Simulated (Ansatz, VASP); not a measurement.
One calculation of TlSn2, two programs

```xyz
3
Lattice="-1.9929 1.9929 4.8889 1.9929 -1.9929 4.8889 1.9929 1.9929 -4.8889" Properties=species:S:1:pos:R:3 pbc="T T T"
Tl    0.0000    0.0000    0.0000
Sn    0.0000    0.0000    6.5023
Sn    0.0000    0.0000    3.2756
```

Alike in both runs: task single point; functional PBE; k mesh 6 × 6 × 6; occupations gaussian, width 0.1 eV; no spin polarisation.

|  | VASP | Ansatz |
| --- | --- | --- |
| version | VASP 6.6.1 | Ansatz 0.2.0 |
| potentials or method | VASP PAW PBE potentials, release 64 (Tl_d, Sn_d), cutoff 520 eV | scalar-relativistic, plane waves, PAW |
| valence electrons in the cell | 41 | 41 |

|  | VASP | Ansatz | Ansatz less VASP |
| --- | --- | --- | --- |
| gap on the k mesh at the Fermi level (eV) | none | none | - |
| pressure (GPa) | 5.7 | 5.8 | +0.08 |
| traceless stress, the component that is largest in VASP (GPa) | 2.21 | 2.22 | +0.003 |
| rms of the force components (eV/Å) | 0.153 | 0.153 | -0.0006 |

Atom by atom the forces differ by 0.001 eV/Å (rms over components). A gap of «none» marks a metal or a gap that the smearing closes.

The k mesh is coarse, so the values compare programs but aren't converged. Neither program's run includes spin-orbit coupling.
